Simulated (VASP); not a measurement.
# BeGeSb2 (P-4m2) in VASP: single point with r2SCAN

Aim: the single point of BeGeSb2 with r2SCAN.

Program: VASP 6.6.1. These are calculated values, not measurements. Logs are shortened: lines on timing, memory, paths and dates and some standing lists are left out, and cuts for length are marked.

## (1) The cell of the first run

It takes space group P-4m2 (No. 115, tetragonal). Conventional cell: a = 4.089 Å, b = 4.089 Å, c = 5.716 Å, α = 90.00°, β = 90.00°, γ = 90.00°. Within 3.2 Å of Be (site symmetry -4m2) lie 4 Sb at 2.40 Å. Within 3.2 Å of Sb (site symmetry 2mm) lie 2 Be at 2.40 Å and 2 Ge at 2.60 Å. Within 3.4 Å of Ge (site symmetry -4m2) lie 4 Sb at 2.60 Å.

## (2) Single point, r2SCAN (23.89 Å³/atom)

The input, POSCAR:

```
BeGeSb2
1.0
    4.0893002874      0.0000000000      0.0000000000
    0.0000000000      4.0893002874      0.0000000000
    0.0000000000      0.0000000000      5.7155781641
Be Sb Ge
1 2 1
Direct
    0.0000000000      0.0000000000      0.0000000000
    0.0000000000      0.5000000000      0.2194401827
    0.5000000000      0.0000000000      0.7805598173
    0.5000000000      0.5000000000      0.5000000000
```

The input, INCAR.step1:

```
  PREC = Accurate
  ENCUT = 600
  ISMEAR = -1
  SIGMA = 0.02
  LREAL = F
  LASPH = T
  NELM = 120
  NBANDS = 31
  GGA = PE
  ALGO = Normal
  EDIFF = 1E-5
  LWAVE = T
  LCHARG = F
  GGA_COMPAT = F
```

The input, INCAR.step2:

```
  PREC = Accurate
  ENCUT = 600
  EDIFF = 1E-6
  ISMEAR = -1
  SIGMA = 0.02
  LREAL = F
  LASPH = T
  NELM = 120
  ALGO = Normal
  ISIF = 2
  LWAVE = F
  LCHARG = F
  METAGGA = R2SCAN
  LMIXTAU = T
  NBANDS = 31
  ISTART = 1
  GGA_COMPAT = F
```

The input, KPOINTS:

```
regular mesh
0
Gamma
  6 6 4
```

Potentials or basis: VASP PAW PBE potentials, release 64 (Be, Sb_d_GW, Ge_d).

On the command line:

```bash
$ cat potpaw_PBE.64/Be/POTCAR potpaw_PBE.64/Sb_d_GW/POTCAR potpaw_PBE.64/Ge_d/POTCAR > POTCAR
$ cp INCAR.step1 INCAR
$ mpirun -np 1 vasp_std > vasp.out
$ cp INCAR.step2 INCAR
$ mpirun -np 1 vasp_std > vasp.out
```

OUTCAR:

```text
PREC = Accurate
   ENCUT = 600
   EDIFF = 1E-6
   ISMEAR = -1
   LREAL = F
   LASPH = T
   NELM = 120
   ISIF = 2
   METAGGA = R2SCAN
   ISTART = 1

 ion  position               nearest neighbor table
   1  0.000  0.000  0.000-   2 2.40   3 2.40   2 2.40   3 2.40
   2  0.000  0.500  0.219-   1 2.40   1 2.40   4 2.60   4 2.60
   3  0.500  0.000  0.781-   1 2.40   1 2.40   4 2.60   4 2.60
   4  0.500  0.500  0.500-   2 2.60   3 2.60   3 2.60   2 2.60

  LATTYP: Found a simple tetragonal cell.
 ALAT       =     4.0893002874
 C/A-ratio  =     1.3976909893

  Lattice vectors:

 A1 = (   4.0893002874,   0.0000000000,   0.0000000000)
 A2 = (   0.0000000000,   4.0893002874,   0.0000000000)
 A3 = (   0.0000000000,   0.0000000000,   5.7155781641)

Analysis of symmetry for initial positions (statically):
=====================================================================
 Subroutine PRICEL returns:
 Original cell was already a primitive cell.

 Routine SETGRP: Setting up the symmetry group for a
 simple tetragonal supercell.

 Subroutine GETGRP returns: Found  8 space group operations
 (whereof  8 operations were pure point group operations)
 out of a pool of 16 trial point group operations.

The static configuration has the point symmetry D_2d.

Analysis of symmetry for dynamics (positions and initial velocities):
=====================================================================
 Subroutine PRICEL returns:
 Original cell was already a primitive cell.

 Routine SETGRP: Setting up the symmetry group for a
 simple tetragonal supercell.

 Subroutine GETGRP returns: Found  8 space group operations
 (whereof  8 operations were pure point group operations)
 out of a pool of 16 trial point group operations.

The dynamic configuration has the point symmetry D_2d.

 Subroutine INISYM returns: Found  8 space group operations
 (whereof  8 operations are pure point group operations),
 and found     1 'primitive' translations

----------------------------------------------------------------------------------------

                                     Primitive cell

  volume of cell :      95.5781

  direct lattice vectors                    reciprocal lattice vectors
     4.089300287  0.000000000  0.000000000     0.244540613  0.000000000  0.000000000
     0.000000000  4.089300287  0.000000000     0.000000000  0.244540613  0.000000000
     0.000000000  0.000000000  5.715578164     0.000000000  0.000000000  0.174960428

  length of vectors
     4.089300287  4.089300287  5.715578164     0.244540613  0.244540613  0.174960428

  position of ions in fractional coordinates (direct lattice)
     0.000000000  0.000000000  0.000000000
     0.000000000  0.500000000  0.219440183
     0.500000000  0.000000000  0.780559817
     0.500000000  0.500000000  0.500000000

  ion indices of the primitive-cell ions
   primitive index   ion index
                 1           1
                 2           2
                 3           3
                 4           4

----------------------------------------------------------------------------------------

 KPOINTS: regular mesh

Automatic generation of k-mesh.
 Grid dimensions read from file:
 generate k-points for:    6    6    4

 Generating k-lattice:

  Cartesian coordinates                     Fractional coordinates (reciprocal lattice)
     0.040756769  0.000000000  0.000000000     0.166666667  0.000000000  0.000000000
     0.000000000  0.040756769  0.000000000     0.000000000  0.166666667  0.000000000
     0.000000000  0.000000000  0.043740107     0.000000000  0.000000000  0.250000000

  Length of vectors
     0.040756769  0.040756769  0.043740107

  Shift w.r.t. Gamma in fractional coordinates (k-lattice)
     0.000000000  0.000000000  0.000000000

 Subroutine IBZKPT returns following result:
 ===========================================

 Found     30 irreducible k-points:

 Following reciprocal coordinates:
            Coordinates               Weight
  0.000000  0.000000  0.000000      1.000000
  0.166667  0.000000  0.000000      4.000000
  0.333333  0.000000  0.000000      4.000000
  0.500000  0.000000  0.000000      2.000000
  0.166667  0.166667  0.000000      4.000000
  0.333333  0.166667  0.000000      8.000000
[... 16 lines left out ...]
  0.333333  0.000000  0.500000      4.000000
  0.500000  0.000000  0.500000      2.000000
 [... further k-points ...]
   k-points           NKPTS =     30   k-points in BZ     NKDIM =     30   number of bands    NBANDS=     31
   number of dos      NEDOS =    301   number of ions     NIONS =      4
   total plane-waves  NPLWV =  62208
   dimension x,y,z NGX =    36 NGY =   36 NGZ =   48
   dimension x,y,z NGXF=    72 NGYF=   72 NGZF=   96
   ions per type =               1   2   1
   NGX,Y,Z   is equivalent  to a cutoff of  14.64, 14.64, 13.96 a.u.
   NGXF,Y,Z  is equivalent  to a cutoff of  29.27, 29.27, 27.92 a.u.
 SYSTEM =  unknown system
   PREC   = accura    normal or accurate (medium, high low for compatibility)
   ISTART =      1    job   : 0-new  1-cont  2-samecut
   ICHARG =      0    charge: 1-file 2-atom 10-const
   ISPIN  =      1    spin polarized calculation?
   LNONCOLLINEAR =      F non collinear calculations
   LSORBIT =      F    spin-orbit coupling
   LASPH  =      T    aspherical Exc in radial PAW
   ENCUT  =  600.0 eV  44.10 Ry    6.64 a.u.   8.17  8.17 11.42*2*pi/ulx,y,z
   NELM   =    120;   NELMIN=  2; NELMDL=  0     # of ELM steps
   EDIFF  = 0.1E-05   stopping-criterion for ELM
   LREAL  =      F    real-space projection
   EDIFFG = 0.1E-04   stopping-criterion for IOM
   NSW    =      0    number of steps for IOM
   IBRION =     -1    ionic relax: 0-MD 1-quasi-New 2-CG
   NFREE  =      0    steps in history (QN), initial steepest desc. (CG)
   ISIF   =      2    stress and relaxation
   ISYM   =      2    0-nonsym 1-usesym 2-fastsym
   POTIM  = 0.5000    time-step for ionic-motion
   TEBEG  =    0.0;   TEEND  =   0.0 temperature during run
   PSTRESS=    0.0 pullay stress
   NELECT =      46.0000    total number of electrons
   NUPDOWN=      -1.0000    fix difference up-down
   EMIN   =  10.00;   EMAX   =-10.00  energy-range for DOS
   EFERMI =   0.00;   METHOD = LEGACY
   ISMEAR =    -1;   SIGMA  =   0.02  broadening in eV -4-tet -1-fermi 0-gaus
   EFERMI_NEDOS =   21; number of points for ismear=-14 and -15
   IALGO  =     38    algorithm
   IMIX   =      4    mixing-type and parameters
     AMIX     =   0.40;   BMIX     =  1.00
     AMIX_MAG =   1.60;   BMIX_MAG =  1.00
  volume/ion in A,a.u.               =      23.89       161.25
  Fermi-wavevector in a.u.,A,eV,Ry     =   1.282945  2.424415 22.394482  1.645948
  Thomas-Fermi vector in A             =   2.415227
   LORBIT       =      0    0 simple, 1 ext, 2 COOP (PROOUT), +10 PAW based schemes
   METAGGA = R2SCAN    functional components
   LHFCALC =     F    Hartree Fock is set to
   AEXX    =    0.0000 exact exchange contribution
   IVDW    =     0    specifies the selected vdW correction
   LEPSILON=     F    determine dielectric tensor
   LRPA    =     F    only Hartree local field effects (RPA)
 non-spin polarized calculation
  energy-cutoff  :      600.00
  volume of cell :       95.58
 maximum number of plane-waves:      3222
 NGX is ok and might be reduce to    36
   NGX = 17   NGY = 17   NGZ = 23

 number of electron      46.0000018 magnetization

 Free energy of the ion-electron system (eV)
  ---------------------------------------------------
  ext. energy  EPLUGINS =         0.00000000
  ---------------------------------------------------
  free energy    TOTEN  =       -69.55652010 eV

  energy without entropy =      -69.55600097  energy(sigma->0) =      -69.55626053

 E-fermi :   4.6581     XC(G=0): -10.3861

 val. band max:        4.6556876612   @ k =   0.5000   0.0000   0.5000
 cond. band min:       4.7523774440   @ k =   0.0000   0.0000   0.0000
 fundamental gap:      0.0966897828
 Fermi energy:         4.6581011464

 k-point     1 :       0.0000    0.0000    0.0000
  band No.  band energies     occupation
      1     -25.0450      2.00000
      2     -25.0450      2.00000
      3     -25.0338      2.00000
      4     -25.0309      2.00000
      5     -24.9260      2.00000
      6     -24.9150      2.00000
[... 23 lines left out ...]
     30      11.7611      0.00000
     31      14.3886      0.00000

 k-point     2 :       0.1667    0.0000    0.0000
  band No.  band energies     occupation
      1     -25.0453      2.00000
      2     -25.0448      2.00000
      3     -25.0326      2.00000
      4     -25.0291      2.00000
      5     -24.9261      2.00000
      6     -24.9167      2.00000
[... 23 lines left out ...]
     30      12.6868      0.00000
     31      12.8477      0.00000

 k-point     3 :       0.3333    0.0000    0.0000
  band No.  band energies     occupation
      1     -25.0459      2.00000
      2     -25.0446      2.00000
      3     -25.0318      2.00000
      4     -25.0242      2.00000
      5     -24.9259      2.00000
      6     -24.9202      2.00000
[... 23 lines left out ...]
     30      11.6279      0.00000
     31      12.1815      0.00000

 k-point     4 :       0.5000    0.0000    0.0000
  band No.  band energies     occupation
      1     -25.0462      2.00000
      2     -25.0445      2.00000
      3     -25.0316      2.00000
      4     -25.0215      2.00000
      5     -24.9251      2.00000
      6     -24.9226      2.00000
[... 23 lines left out ...]
     30      10.8284      0.00000
     31      12.0065      0.00000

 k-point     5 :       0.1667    0.1667    0.0000
  band No.  band energies     occupation
      1     -25.0478      2.00000
      2     -25.0425      2.00000
      3     -25.0305      2.00000
      4     -25.0284      2.00000
      5     -24.9263      2.00000
      6     -24.9180      2.00000
[... 23 lines left out ...]
     30      11.8730      0.00000
     31      12.0025      0.00000
[... 542 lines left out ...]
     30      11.5925      0.00000
     31      11.6481      0.00000

 k-point    22 :       0.1667    0.0000    0.5000
  band No.  band energies     occupation
      1     -25.0451      2.00000
      2     -25.0447      2.00000
      3     -25.0324      2.00000
      4     -25.0292      2.00000
      5     -24.9245      2.00000
      6     -24.9192      2.00000
[... 23 lines left out ...]
     30      10.2354      0.00000
     31      10.9966      0.00000

 k-point    23 :       0.3333    0.0000    0.5000
  band No.  band energies     occupation
      1     -25.0459      2.00000
      2     -25.0446      2.00000
      3     -25.0318      2.00000
      4     -25.0242      2.00000
      5     -24.9265      2.00000
      6     -24.9216      2.00000
[... 23 lines left out ...]
     30      11.5782      0.00000
     31      11.9788      0.00000

 k-point    24 :       0.5000    0.0000    0.5000
  band No.  band energies     occupation
      1     -25.0463      2.00000
      2     -25.0445      2.00000
      3     -25.0315      2.00000
      4     -25.0216      2.00000
      5     -24.9276      2.00000
      6     -24.9226      2.00000
[... 23 lines left out ...]
     30      11.4571      0.00000
     31      12.2728      0.00000

 [... further k-points ...]
[... 5 lines left out ...]
  --------------------------------------------------------------------------------------
  -------------------------------------------------------------------------------------
  Total        2.5130508      2.5130508      2.5573916      0.0000000     -0.0000000      0.0000000
  in kB       42.1263348     42.1263348     42.8696203      0.0000000     -0.0000000      0.0000000
  external PRESSURE =      42.3740966 kB  Pullay stress =       0.0000000 kB

 VOLUME and BASIS-vectors are now :
 -----------------------------------------------------------------------------
  energy-cutoff  :      600.00
  volume of cell :       95.58
      direct lattice vectors                 reciprocal lattice vectors
     4.089300287  0.000000000  0.000000000     0.244540613  0.000000000  0.000000000
     0.000000000  4.089300287  0.000000000     0.000000000  0.244540613  0.000000000
     0.000000000  0.000000000  5.715578164     0.000000000  0.000000000  0.174960428

 POSITION                                       TOTAL-FORCE (eV/Angst)
 -----------------------------------------------------------------------------------
      0.00000      0.00000      0.00000        -0.000000      0.000000      0.000000
      0.00000      2.04465      1.25423        -0.000000      0.000000     -0.118646
      2.04465      0.00000      4.46135         0.000000      0.000000      0.118646
      2.04465      2.04465      2.85779        -0.000000      0.000000      0.000000
 -----------------------------------------------------------------------------------
    total drift:                                0.000000      0.000000     -0.000000

  FREE ENERGIE OF THE ION-ELECTRON SYSTEM (eV)
  ---------------------------------------------------
  free  energy   TOTEN  =       -69.5565201008 eV

  energy  without entropy=      -69.5560009691  energy(sigma->0) =      -69.55626053
```

It took 9.1 min on 1 thread of AMD EPYC 7R43 (Zen 3), shared host; peak memory 0.3 GiB.

What came out:

```
Free energy            : -69.5565 eV
Pressure               : 4.2 GPa
Largest force          : 0.119 eV/Å
Band gap on the k mesh : zero (bands 23 and 24 overlap by 0.49 eV)
```

Forces on the atoms (eV/Å):
```
Be   0.000  0.000  0.000
Sb   0.000  0.000 -0.119
Sb   0.000  0.000  0.119
Ge   0.000  0.000  0.000
```

Caveat: the cell stands under pressure; semilocal functionals underestimate gaps, and a narrow one can read as zero; the PAW data sets were made with another functional, which shifts forces and pressure a little; spin-orbit coupling is left out, which moves the levels of the heavy elements.

The gap in the log of VASP goes by the Fermi energy; the results here count the filled bands.